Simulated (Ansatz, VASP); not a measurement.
TaF3: VASP beside Ansatz

INCAR

```
SYSTEM = TaF3
PREC = Accurate
ENCUT = 520
EDIFF = 1E-6
ISMEAR = 0
SIGMA = 0.15
LREAL = .FALSE.
LASPH = .TRUE.
NELM = 100
ALGO = Normal
ISIF = 2
LWAVE = .FALSE.
LCHARG = .FALSE.
GGA = PS
NBANDS = 24
```

KPOINTS

```
Automatic mesh
0
G
  12 12 12
  0 0 0
```

File POSCAR:

```
TaF3
1.0
    3.9597180000      0.0000000000      0.0000000000
    0.0000000000      3.9597180000      0.0000000000
    0.0000000000      0.0000000000      3.9012000000
Ta F
1 3
Direct
    0.0000000000      0.0000000000      0.0000000000
    0.5000000000      0.0000000000      0.0000000000
    0.0000000000      0.5000000000      0.0000000000
    0.0000000000      0.0000000000      0.5000000000
```

Input for Ansatz:

```yaml
crystal:
  lattice:
    - [3.959718, 0.0, 0.0]
    - [0.0, 3.959718, 0.0]
    - [0.0, 0.0, 3.9012]
  atoms:
    - { symbol: Ta, position: [0.0, 0.0, 0.0] }
    - { symbol: F, position: [0.5, 0.0, 0.0] }
    - { symbol: F, position: [0.0, 0.5, 0.0] }
    - { symbol: F, position: [0.0, 0.0, 0.5] }
basis:
  ecutwfc: 420
kpoints:
  mp_grid: { grid: [12, 12, 12] }
hamiltonian:
  xc: pbesol
scf:
  occupations: { method: gaussian, width: 0.15 }
output:
  forces: true
  stress: true
  eigenvalues: true
```

Change from the starting cell: strain +0.015 along x and y, +0.000 along z, atoms carried along.

Alike in both runs: task single point; functional PBEsol; k mesh 12 × 12 × 12; occupations gaussian, width 0.15 eV; no spin polarisation.

|  | VASP | Ansatz |
| --- | --- | --- |
| version | VASP 6.6.1 | Ansatz 0.2.0 |
| potentials or method | VASP PAW PBE potentials, release 64 (Ta_pv, F), cutoff 520 eV | scalar-relativistic, plane waves, PAW |
| valence electrons in the cell | 32 | 34 |

Ansatz gave:

* gap on the k mesh at the Fermi level (eV): none
* pressure (GPa): 14.9
* traceless stress, the component that is largest in VASP (GPa): 3.89

**Question.** What did VASP give for the same quantities?

**Answer.** gap on the k mesh at the Fermi level (eV): none; pressure (GPa): 15.2; traceless stress, the component that is largest in VASP (GPa): 3.97.

VASP's potentials were made for PBE, not for PBEsol. A gap of «none» marks a metal or a gap that the smearing closes. The functional is the same, so the differences come from potentials, cutoffs and numerics. VASP's potentials hold 32 valence electrons a cell and Ansatz's 34, so a difference there can come from the potentials and not from the codes.

Neither program's run includes spin-orbit coupling.
